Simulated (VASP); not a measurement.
# Ta2AlF3 (P-62m) in VASP: further runs

Ta2AlF3 is run at these levels: PBE; tasks: single point.

Everything below comes from runs of VASP 6.6.1. Logs are shortened: lines on timing, memory, paths and dates and some standing lists are left out, and cuts for length are marked.

## Step 1: The cell of the first run

It takes space group P-62m (No. 189, hexagonal). Conventional cell: a = 6.447 Å, b = 6.447 Å, c = 2.577 Å, α = 90.00°, β = 90.00°, γ = 120.00°. Ta (site symmetry -6) has 3 F at 2.13 Å and 2 Ta at 2.58 Å within 2.8 Å. Within 2.9 Å of Al (site symmetry -62m) lie 3 F at 2.19 Å and 2 Al at 2.58 Å. Within 2.8 Å of F (site symmetry m2m) lie 2 Ta at 2.13 Å and 1 Al at 2.19 Å and 2 F at 2.58 Å.

The cell was generated, and may not be a known phase.

## Step 2: Single point, PBE

INCAR

```
SYSTEM = Ta2AlF3
  PREC = Accurate
  ENCUT = 520
  EDIFF = 1E-6
  ISMEAR = 0
  SIGMA = 0.1
  LREAL = .False.
  LASPH = .True.
  NELM = 80
  ALGO = Normal
  ISIF = 2
  LWAVE = .False.
  LCHARG = .False.
  GGA = PE
  NBANDS = 32
```

KPOINTS

```
Automatic mesh
0
Gamma
  3 3 6
  0 0 0
```

POSCAR

```
Ta2AlF3
1.0
    6.4467375711      0.0000000000      0.0000000000
   -3.2233687856      5.5830385081      0.0000000000
    0.0000000000      0.0000000000      2.5768615351
Ta Al F
2 1 3
Direct
    0.3333333333      0.6666666667      0.5000000000
    0.6666666667      0.3333333333      0.5000000000
    0.0000000000      0.0000000000      0.5000000000
    0.3397884271      0.0000000000      0.5000000000
    0.0000000000      0.3397884271      0.5000000000
    0.6602115729      0.6602115729      0.5000000000
```

Potentials or basis: VASP PAW PBE potentials, release 64 (Ta_pv, Al, F).

Started as:

```sh
$ cat potpaw_PBE.64/Ta_pv/POTCAR potpaw_PBE.64/Al/POTCAR potpaw_PBE.64/F/POTCAR > POTCAR
$ mpirun -np 1 vasp_std > vasp.out
```

OUTCAR:

```text
SYSTEM = Ta2AlF3
   PREC = Accurate
   ENCUT = 520
   EDIFF = 1E-6
   ISMEAR = 0
   LREAL = .False.
   LASPH = .True.
   NELM = 80
   ISIF = 2
   GGA = PE

 ion  position               nearest neighbor table
   1  0.333  0.667  0.500-   4 2.13   5 2.13   6 2.13
   2  0.667  0.333  0.500-   5 2.13   4 2.13   6 2.13
   3  0.000  0.000  0.500-   6 2.19   4 2.19   5 2.19
   4  0.340  0.000  0.500-   1 2.13   2 2.13   3 2.19
   5  0.000  0.340  0.500-   2 2.13   1 2.13   3 2.19
   6  0.660  0.660  0.500-   1 2.13   2 2.13   3 2.19

  LATTYP: Found a hexagonal cell.
 ALAT       =     6.4467375711
 C/A-ratio  =     0.3997155936

  Lattice vectors:

 A1 = (   6.4467375711,   0.0000000000,   0.0000000000)
 A2 = (  -3.2233687856,   5.5830385081,   0.0000000000)
 A3 = (   0.0000000000,   0.0000000000,   2.5768615351)

Analysis of symmetry for initial positions (statically):
=====================================================================
 Subroutine PRICEL returns:
 Original cell was already a primitive cell.

 Routine SETGRP: Setting up the symmetry group for a
 hexagonal supercell.

 Subroutine GETGRP returns: Found 12 space group operations
 (whereof 12 operations were pure point group operations)
 out of a pool of 24 trial point group operations.

The static configuration has the point symmetry D_3h.

Analysis of symmetry for dynamics (positions and initial velocities):
=====================================================================
 Subroutine PRICEL returns:
 Original cell was already a primitive cell.

 Routine SETGRP: Setting up the symmetry group for a
 hexagonal supercell.

 Subroutine GETGRP returns: Found 12 space group operations
 (whereof 12 operations were pure point group operations)
 out of a pool of 24 trial point group operations.

The dynamic configuration has the point symmetry D_3h.

 Subroutine INISYM returns: Found 12 space group operations
 (whereof 12 operations are pure point group operations),
 and found     1 'primitive' translations

----------------------------------------------------------------------------------------

                                     Primitive cell

  volume of cell :      92.7474

  direct lattice vectors                    reciprocal lattice vectors
     6.446737571  0.000000000  0.000000000     0.155117218  0.089556968  0.000000000
    -3.223368786  5.583038508  0.000000000     0.000000000  0.179113936  0.000000000
     0.000000000  0.000000000  2.576861535     0.000000000  0.000000000  0.388068969

  length of vectors
     6.446737571  6.446737571  2.576861535     0.179113936  0.179113936  0.388068969

  position of ions in fractional coordinates (direct lattice)
     0.333333333  0.666666667  0.500000000
     0.666666667  0.333333333  0.500000000
     0.000000000  0.000000000  0.500000000
     0.339788427  0.000000000  0.500000000
     0.000000000  0.339788427  0.500000000
     0.660211573  0.660211573  0.500000000

  ion indices of the primitive-cell ions
   primitive index   ion index
                 1           1
                 2           2
                 3           3
                 4           4
                 5           5
                 6           6

----------------------------------------------------------------------------------------

 KPOINTS: Automatic mesh

Automatic generation of k-mesh.
 Grid dimensions read from file:
 generate k-points for:    3    3    6

 Generating k-lattice:

  Cartesian coordinates                     Fractional coordinates (reciprocal lattice)
     0.051705739  0.029852323  0.000000000     0.333333333 -0.000000000  0.000000000
     0.000000000  0.059704645  0.000000000     0.000000000  0.333333333  0.000000000
     0.000000000  0.000000000  0.064678162     0.000000000  0.000000000  0.166666667

  Length of vectors
     0.059704645  0.059704645  0.064678162

  Shift w.r.t. Gamma in fractional coordinates (k-lattice)
     0.000000000  0.000000000  0.000000000

 Subroutine IBZKPT returns following result:
 ===========================================

 Found     12 irreducible k-points:

 Following reciprocal coordinates:
            Coordinates               Weight
  0.000000  0.000000  0.000000      1.000000
  0.333333 -0.000000  0.000000      6.000000
  0.333333  0.333333  0.000000      2.000000
  0.000000  0.000000  0.166667      2.000000
  0.333333 -0.000000  0.166667     12.000000
  0.333333  0.333333  0.166667      4.000000
  0.000000  0.000000  0.333333      2.000000
  0.333333 -0.000000  0.333333     12.000000
  0.333333  0.333333  0.333333      4.000000
  0.000000  0.000000  0.500000      1.000000
  0.333333 -0.000000  0.500000      6.000000
  0.333333  0.333333  0.500000      2.000000
   k-points           NKPTS =     12   k-points in BZ     NKDIM =     12   number of bands    NBANDS=     32
   number of dos      NEDOS =    301   number of ions     NIONS =      6
   total plane-waves  NPLWV =  46080
   dimension x,y,z NGX =    48 NGY =   48 NGZ =   20
   dimension x,y,z NGXF=    96 NGYF=   96 NGZF=   40
   ions per type =               2   1   3
   NGX,Y,Z   is equivalent  to a cutoff of  12.38, 12.38, 12.90 a.u.
   NGXF,Y,Z  is equivalent  to a cutoff of  24.76, 24.76, 25.81 a.u.
 SYSTEM =  Ta2AlF3
   PREC   = accura    normal or accurate (medium, high low for compatibility)
   ISTART =      0    job   : 0-new  1-cont  2-samecut
   ICHARG =      2    charge: 1-file 2-atom 10-const
   ISPIN  =      1    spin polarized calculation?
   LNONCOLLINEAR =      F non collinear calculations
   LSORBIT =      F    spin-orbit coupling
   LASPH  =      T    aspherical Exc in radial PAW
   ENCUT  =  520.0 eV  38.22 Ry    6.18 a.u.  11.99 11.99  4.79*2*pi/ulx,y,z
   NELM   =     80;   NELMIN=  2; NELMDL= -5     # of ELM steps
   EDIFF  = 0.1E-05   stopping-criterion for ELM
   LREAL  =      F    real-space projection
   EDIFFG = 0.1E-04   stopping-criterion for IOM
   NSW    =      0    number of steps for IOM
   IBRION =     -1    ionic relax: 0-MD 1-quasi-New 2-CG
   NFREE  =      0    steps in history (QN), initial steepest desc. (CG)
   ISIF   =      2    stress and relaxation
   ISYM   =      2    0-nonsym 1-usesym 2-fastsym
   POTIM  = 0.5000    time-step for ionic-motion
   TEBEG  =    0.0;   TEEND  =   0.0 temperature during run
   PSTRESS=    0.0 pullay stress
   NELECT =      46.0000    total number of electrons
   NUPDOWN=      -1.0000    fix difference up-down
   EMIN   =  10.00;   EMAX   =-10.00  energy-range for DOS
   EFERMI =   0.00;   METHOD = LEGACY
   ISMEAR =     0;   SIGMA  =   0.10  broadening in eV -4-tet -1-fermi 0-gaus
   EFERMI_NEDOS =   21; number of points for ismear=-14 and -15
   IALGO  =     38    algorithm
   IMIX   =      4    mixing-type and parameters
     AMIX     =   0.40;   BMIX     =  1.00
     AMIX_MAG =   1.60;   BMIX_MAG =  1.00
  volume/ion in A,a.u.               =      15.46       104.32
  Fermi-wavevector in a.u.,A,eV,Ry     =   1.295866  2.448832 22.847850  1.679270
  Thomas-Fermi vector in A             =   2.427359
   LORBIT       =      0    0 simple, 1 ext, 2 COOP (PROOUT), +10 PAW based schemes
   GGA     = PE    functional components
   LHFCALC =     F    Hartree Fock is set to
   AEXX    =    0.0000 exact exchange contribution
   IVDW    =     0    specifies the selected vdW correction
   LEPSILON=     F    determine dielectric tensor
   LRPA    =     F    only Hartree local field effects (RPA)
 non-spin polarized calculation
 Gauss-broadening in eV      SIGMA  =   0.10
  energy-cutoff  :      520.00
  volume of cell :       92.75
 maximum number of plane-waves:      2508
 NGX is ok and might be reduce to    48
   NGX = 23   NGY = 23   NGZ =  9

 number of electron      46.0000020 magnetization

 Free energy of the ion-electron system (eV)
  ---------------------------------------------------
  ext. energy  EPLUGINS =         0.00000000
  ---------------------------------------------------
  free energy    TOTEN  =       -38.22213449 eV

  energy without entropy =      -38.20728645  energy(sigma->0) =      -38.21471047

 E-fermi :   4.6721     XC(G=0): -10.5203

 val. band max:        4.6511605647   @ k =   0.3333   0.3333   0.1667
 cond. band min:       4.6833752053   @ k =   0.0000   0.0000   0.3333
 fundamental gap:      0.0322146405
 Fermi energy:         4.6721421437

 k-point     1 :       0.0000    0.0000    0.0000
  band No.  band energies     occupation
      1     -30.8908      2.00000
      2     -30.8908      2.00000
      3     -30.7597      2.00000
      4     -30.7597      2.00000
      5     -29.1289      2.00000
      6     -29.1240      2.00000
[... 24 lines left out ...]
     31       9.3845      0.00000
     32       9.4244      0.00000

 k-point     2 :       0.3333   -0.0000    0.0000
  band No.  band energies     occupation
      1     -30.8955      2.00000
      2     -30.8667      2.00000
      3     -30.7851      2.00000
      4     -30.7550      2.00000
      5     -29.1279      2.00000
      6     -29.1250      2.00000
[... 24 lines left out ...]
     31       9.1145      0.00000
     32       9.2843      0.00000

 k-point     3 :       0.3333    0.3333    0.0000
  band No.  band energies     occupation
      1     -30.9001      2.00000
      2     -30.8262      2.00000
      3     -30.8262      2.00000
      4     -30.7504      2.00000
      5     -29.1265      2.00000
      6     -29.1265      2.00000
[... 24 lines left out ...]
     31       9.1752      0.00000
     32       9.1786      0.00000

 k-point     4 :       0.0000    0.0000    0.1667
  band No.  band energies     occupation
      1     -30.8338      2.00000
      2     -30.8338      2.00000
      3     -30.7057      2.00000
      4     -30.7057      2.00000
      5     -29.6305      2.00000
      6     -29.6234      2.00000
[... 234 lines left out ...]
     31      10.5536      0.00000
     32      10.9765      0.00000

 k-point    11 :       0.3333   -0.0000    0.5000
  band No.  band energies     occupation
      1     -30.9729      2.00000
      2     -30.9663      2.00000
      3     -30.6623      2.00000
      4     -30.6364      2.00000
      5     -30.5634      2.00000
      6     -30.5364      2.00000
[... 24 lines left out ...]
     31       9.4301      0.00000
     32      10.1848      0.00000

 k-point    12 :       0.3333    0.3333    0.5000
  band No.  band energies     occupation
      1     -30.9697      2.00000
      2     -30.9697      2.00000
      3     -30.6661      2.00000
      4     -30.6001      2.00000
      5     -30.6001      2.00000
      6     -30.5326      2.00000
[... 24 lines left out ...]
     31       8.8960      0.00000
     32       8.8960      0.00000

------------------------ aborting loop because EDIFF is reached ----------------------------------------

  FORCE on cell =-STRESS in cart. coord.  units (eV):
  Direction    XX          YY          ZZ          XY          YZ          ZX
  --------------------------------------------------------------------------------------
  -------------------------------------------------------------------------------------
  Total        0.2675792      0.2675792     -0.1531438     -0.0000000      0.0000000      0.0000000
  in kB        4.6223334      4.6223334     -2.6455027     -0.0000000      0.0000000      0.0000000
  external PRESSURE =       2.1997214 kB  Pullay stress =       0.0000000 kB

 VOLUME and BASIS-vectors are now :
 -----------------------------------------------------------------------------
  energy-cutoff  :      520.00
  volume of cell :       92.75
      direct lattice vectors                 reciprocal lattice vectors
     6.446737571  0.000000000  0.000000000     0.155117218  0.089556968  0.000000000
    -3.223368786  5.583038508  0.000000000     0.000000000  0.179113936  0.000000000
     0.000000000  0.000000000  2.576861535     0.000000000  0.000000000  0.388068969

 POSITION                                       TOTAL-FORCE (eV/Angst)
 -----------------------------------------------------------------------------------
     -0.00000      3.72203      1.28843        -0.000000     -0.000000      0.000000
      3.22337      1.86101      1.28843        -0.000000     -0.000000      0.000000
      0.00000      0.00000      1.28843        -0.000000     -0.000000      0.000000
      2.19053      0.00000      1.28843        -0.007160     -0.000000      0.000000
     -1.09526      1.89705      1.28843         0.003580     -0.006201      0.000000
      2.12811      3.68599      1.28843         0.003580      0.006201      0.000000
 -----------------------------------------------------------------------------------
    total drift:                                0.000006      0.000011     -0.000001

  FREE ENERGIE OF THE ION-ELECTRON SYSTEM (eV)
  ---------------------------------------------------
  free  energy   TOTEN  =       -38.2221344917 eV

  energy  without entropy=      -38.2072864501  energy(sigma->0) =      -38.21471047
```

Run time: 46 s. Hardware: 1 thread of Intel Xeon 8259CL, shared host; peak memory 0.22 GiB.

What came out:

| Item | Value |
| --- | --- |
| Free energy | -38.2221 eV |
| Pressure | 0.2 GPa |
| Largest force | 0.007 eV/Å |
| Band gap on the k mesh | zero (bands 23 and 24 overlap by 0.21 eV) |

Forces on the atoms (eV/Å):
```
Ta   0.000  0.000  0.000
Ta   0.000  0.000  0.000
Al   0.000  0.000  0.000
F   -0.007  0.000  0.000
F    0.004 -0.006  0.000
F    0.004  0.006  0.000
```

Stress tensor (GPa, compression positive):
```
 0.46  0.00  0.00
 0.00  0.46  0.00
 0.00  0.00 -0.26
```

Levels at points of the mesh, in eV from the Fermi level:
| k point | band 21 | band 22 | band 23 | band 24 | band 25 | band 26 |
| --- | --- | --- | --- | --- | --- | --- |
| (0.00, 0.00, 0.00) | -3.44 | -1.20 | -1.20 | 0.70 | 2.23 | 2.23 |
| (0.00, 0.00, 0.50) | -0.80 | -0.80 | -0.69 | 0.64 | 1.19 | 1.19 |

Caveat: the k points lie up to 0.41 Å⁻¹ apart; spin-orbit coupling is left out, which moves the levels of the heavy elements.

## Step 3: Single point, PBE

This run uses another cell than the first one, of 14.23 Å³/atom.

INCAR

```
SYSTEM = Ta2AlF3
PREC = Accurate
ENCUT = 520
EDIFF = 1E-6
ISMEAR = 0
SIGMA = 0.1
LREAL = .FALSE.
LASPH = .TRUE.
NELM = 80
ALGO = Normal
ISIF = 2
LWAVE = .FALSE.
LCHARG = .FALSE.
GGA = PE
NBANDS = 32
```

KPOINTS

```
Automatic mesh
0
G
  6 6 4
  0 0 0
```

POSCAR

```
Ta2AlF3
1.0
    4.5002711300      0.0000000000      0.0000000000
   -2.2501355700      3.8973491300      0.0000000000
    0.0000000000      0.0000000000      4.8684001300
Ta Al F
2 1 3
Direct
    0.3333333300      0.6666666700      0.5000000000
    0.6666666700      0.3333333300      0.5000000000
    0.0000000000      0.0000000000      0.5000000000
    0.3476811900      0.0000000000      0.5000000000
    0.0000000000      0.3476811900      0.5000000000
    0.6523188100      0.6523188100      0.5000000000
```

Potentials or basis: VASP PAW PBE potentials, release 64 (Ta_pv, Al, F).

Started as:

```sh
$ cat potpaw_PBE.64/Ta_pv/POTCAR potpaw_PBE.64/Al/POTCAR potpaw_PBE.64/F/POTCAR > POTCAR
$ mpirun -np 1 vasp_std > vasp.out
```

OUTCAR:

```text
SYSTEM = Ta2AlF3
   PREC = Accurate
   ENCUT = 520
   EDIFF = 1E-6
   ISMEAR = 0
   LREAL = .FALSE.
   LASPH = .TRUE.
   NELM = 80
   ISIF = 2
   GGA = PE

 ion  position               nearest neighbor table
   1  0.333  0.667  0.500-   4 1.47   5 1.47   6 1.47   2 2.60   3 2.60   2 2.60   3 2.60   3 2.60
                             2 2.60
   2  0.667  0.333  0.500-   5 1.47   4 1.47   6 1.47   1 2.60   3 2.60   1 2.60   3 2.60   3 2.60
                             1 2.60
   3  0.000  0.000  0.500-   4 1.56   6 1.56   5 1.56   2 2.60   1 2.60   2 2.60   1 2.60   2 2.60
                             1 2.60
   4  0.348  0.000  0.500-   1 1.47   2 1.47   3 1.56
   5  0.000  0.348  0.500-   2 1.47   1 1.47   3 1.56
   6  0.652  0.652  0.500-   1 1.47   2 1.47   3 1.56
[... 938 lines left out ...]
  Total      253.7056028    253.7056038     -1.9604341     -0.0000003      0.0000000      0.0000000
  in kB     4760.4321905   4760.4322089    -36.7848150     -0.0000061      0.0000000      0.0000000
  external PRESSURE =    3161.3598615 kB  Pullay stress =       0.0000000 kB

 VOLUME and BASIS-vectors are now :
 -----------------------------------------------------------------------------
  energy-cutoff  :      520.00
  volume of cell :       85.39
      direct lattice vectors                 reciprocal lattice vectors
     4.500271130  0.000000000  0.000000000     0.222208834  0.128292330  0.000000000
    -2.250135570  3.897349130  0.000000000     0.000000000  0.256584660  0.000000000
     0.000000000  0.000000000  4.868400130     0.000000000  0.000000000  0.205406288

 POSITION                                       TOTAL-FORCE (eV/Angst)
 -----------------------------------------------------------------------------------
     -0.00000      2.59823      2.43420         0.000000     -0.000000      0.000000
      2.25014      1.29912      2.43420         0.000000     -0.000000      0.000000
      0.00000      0.00000      2.43420         0.000000     -0.000000      0.000000
      1.56466      0.00000      2.43420       -34.480658     -0.000000      0.000000
     -0.78233      1.35503      2.43420        17.240329    -29.861126      0.000000
      1.46781      2.54231      2.43420        17.240329     29.861126     -0.000000
 -----------------------------------------------------------------------------------
    total drift:                                0.000004      0.000004      0.000001

  FREE ENERGIE OF THE ION-ELECTRON SYSTEM (eV)
  ---------------------------------------------------
  free  energy   TOTEN  =        27.8393250527 eV

  energy  without entropy=       27.8666427407  energy(sigma->0) =       27.85298390
```

stdout:

```text
POSCAR found type information on POSCAR TaAlF
 POSCAR found :  3 types and       6 ions
 scaLAPACK will be used
 LDA part: xc-table for (Slater+PW92), standard interpolation
 POSCAR, INCAR and KPOINTS ok, starting setup
 FFT: planning ... GRIDC
 FFT: planning ... GRID_SOFT
 FFT: planning ... GRID
 WAVECAR not read
 entering main loop
```

It took 74 s on 1 thread of Intel Xeon 8259CL, shared host; peak memory 0.23 GiB.

Results:

- Free energy: 27.8393 eV
- Pressure: 316.1 GPa
- Largest force: 34.481 eV/Å
- Band gap on the k mesh: zero (bands 23 and 24 overlap by 2.59 eV)

Forces on the atoms (eV/Å):
```
Ta    0.000   0.000   0.000
Ta    0.000   0.000   0.000
Al    0.000   0.000   0.000
F   -34.481   0.000   0.000
F    17.240 -29.861   0.000
F    17.240  29.861   0.000
```

Caveat: the stress differs along the axes, from -4 to 476 GPa; spin-orbit coupling is left out, which moves the levels of the heavy elements; forces of over 1 eV/Å act on the atoms, so gaps and moduli don't describe the material at rest.

The gap in the log of VASP goes by the Fermi energy; the results here count the filled bands.